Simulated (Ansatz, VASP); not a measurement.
YTaP: VASP beside Ansatz

File POSCAR:

```
YTaP
1.0
    3.5867980000      0.0000000000      0.0000000000
    0.0000000000      3.5867980000      0.0000000000
    0.0000000000      0.0000000000      9.0805010000
Y Ta P
2 2 2
Direct
    0.0000000000      0.5000000000      0.9000000000
    0.5000000000      0.0000000000      0.1000000000
    0.0000000000      0.5000000000      0.3350000000
    0.5000000000      0.0000000000      0.6650000000
    0.0000000000      0.5000000000      0.6170000000
    0.5000000000      0.0000000000      0.3830000000
```

The input INCAR.step1:

```
PREC = Accurate
ENCUT = 520
ISMEAR = 0
SIGMA = 0.0157
LREAL = F
LASPH = T
NELM = 100
NBANDS = 36
GGA = PE
ALGO = Normal
EDIFF = 1E-4
LWAVE = T
LCHARG = F
```

File INCAR.step2:

```
PREC = Accurate
ENCUT = 520
EDIFF = 1E-6
ISMEAR = 0
SIGMA = 0.0157
LREAL = F
LASPH = T
NELM = 100
ALGO = Normal
ISIF = 2
LWAVE = F
LCHARG = F
METAGGA = R2SCAN
LMIXTAU = T
NBANDS = 36
ISTART = 1
```

The input KPOINTS:

```
Automatic mesh
0
Gamma
  5 5 2
```

Input for Ansatz:

```yaml
crystal:
  lattice:
    - [3.586798, 0.0, 0.0]
    - [0.0, 3.586798, 0.0]
    - [0.0, 0.0, 9.080501]
  atoms:
    - { symbol: "Y", position: [0.0, 0.5, 0.9] }
    - { symbol: "Y", position: [0.5, 0.0, 0.1] }
    - { symbol: Ta, position: [0.0, 0.5, 0.335] }
    - { symbol: Ta, position: [0.5, 0.0, 0.665] }
    - { symbol: P, position: [0.0, 0.5, 0.617] }
    - { symbol: P, position: [0.5, 0.0, 0.383] }
  symmetry: { tolerance: 0.0003 }
kpoints:
  mp_grid: { grid: [5, 5, 2], shift: [0, 0, 0] }
magnetization:
  spin_polarized: false
scf:
  occupations: { method: gaussian, width: 0.0157 }
hamiltonian:
  pseudopotentials: { kind: paw }
  xc: r2scan
basis:
  ecutwfc: 500
output:
  forces: true
  stress: true
  eigenvalues: true
```

Alike in both runs: task single point; functional r2SCAN; k mesh 5 × 5 × 2; occupations gaussian, width 0.0157 eV; no spin polarisation.

|  | VASP | Ansatz |
| --- | --- | --- |
| version | VASP 6.6.1 | Ansatz 0.2.0 |
| potentials or method | VASP PAW PBE potentials, release 64 (Y_sv, Ta_pv, P), cutoff 520 eV | PAW plane waves |
| valence electrons in the cell | 54 | 58 |

```csv
,VASP,Ansatz,Ansatz less VASP
gap on the k mesh at the Fermi level (eV),none,none,-
pressure (GPa),5.7,5.6,-0.12
"traceless stress, the component that is largest in VASP (GPa)",7.48,7.56,+0.086
rms of the force components (eV/Å),0.485,0.487,+0.0017
```

VASP's potentials were made for PBE, not for r2SCAN. Atom by atom the forces differ by 0.007 eV/Å (rms over components). A gap of «none» marks a metal or a gap that the smearing closes. The functional is the same, so the differences come from potentials, cutoffs and numerics. VASP's potentials hold 54 valence electrons a cell and Ansatz's 58, so a difference there can come from the potentials and not from the codes.

Neither program's run includes spin-orbit coupling.
